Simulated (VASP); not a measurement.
Wanted: the native input for a VASP 6.6.1 run.

* Task: relaxation of cell and atoms
* Functional: PBE
* Potentials or basis: VASP PAW PBE potentials, release 64 (Mo_sv, Se)
* Cutoff: 500 eV
* k mesh: 12 × 12 × 2
* Occupations: gaussian, width 0.02 eV
* Spin: no spin polarisation
* Dipole correction: no
* Further INCAR settings: ALGO = Normal; EDIFF = 1e-07; IBRION = 2; EDIFFG = -0.005; NSW = 100; ISIF = 3

The structure of MoSe2 lies in POSCAR:

```
MoSe2
1.0
    3.3209296322      0.0000000000      0.0000000000
   -1.6604648161      2.8760094257      0.0000000000
    0.0000000000      0.0000000000     14.8269639092
Mo Se
2 4
Direct
    0.6666666667      0.3333333333      0.7500000000
    0.3333333333      0.6666666667      0.2500000000
    0.3333333333      0.6666666667      0.8625458242
    0.6666666667      0.3333333333      0.3625458242
    0.3333333333      0.6666666667      0.6374541758
    0.6666666667      0.3333333333      0.1374541758
```

The input as run:

INCAR

```
PREC     = Accurate       # precision mode
ENCUT    = 500            # plane-wave cutoff, eV
EDIFF    = 1E-7           # SCF threshold, eV
ISMEAR   = 0              # smearing method
SIGMA    = 0.02           # smearing width, eV
LREAL    = False          # projectors in reciprocal space
LASPH    = True           # aspherical terms in the spheres
NELM     = 120            # most SCF steps
ALGO     = Normal         # electronic algorithm
ISIF     = 3              # what is computed and relaxed
LWAVE    = False          # write WAVECAR
LCHARG   = False          # write CHGCAR
GGA      = PE             # functional
IBRION   = 2              # ionic algorithm
NSW      = 100            # ionic steps
EDIFFG   = -0.005         # ionic threshold
GGA_COMPAT= False        
NELMIN   = 4
```

KPOINTS

```
regular mesh
0
Gamma
  12 12 2
```

Potentials or basis: VASP PAW PBE potentials, release 64 (Mo_sv, Se).

The run is started by

```bash
$ cat potpaw_PBE.64/Mo_sv/POTCAR potpaw_PBE.64/Se/POTCAR > POTCAR
$ mpirun -np 1 vasp_std > vasp.out
```

Results of the run:

| Quantity | Value |
| --- | --- |
| Relaxed volume | 23.64 Å³/atom |
| Relaxed cell | a = 3.322 Å, b = 3.322 Å, c = 14.838 Å, α = 90.00°, β = 90.00°, γ = 120.00° |
| Space group after relaxing (to 0.1 Å) | P6_3/mmc (No. 194) |
| Energy gained by relaxing | 0.0 meV/atom |
| Ionic steps | 3 |
| Pressure after relaxing | 0.0 GPa |
| Largest force after relaxing | 0.003 eV/Å |
| Band gap on the k mesh | 1.39 eV (least direct gap 1.42 eV) |

Caveat: this functional lacks dispersion, which binds the layers, so the pressure and a relaxed spacing across them are unreliable.

Run time: 2.4 min on 1 thread of Intel(R) Xeon(R) 6975P-C (Granite Rapids), on a shared host, peak memory 0.32 GiB.
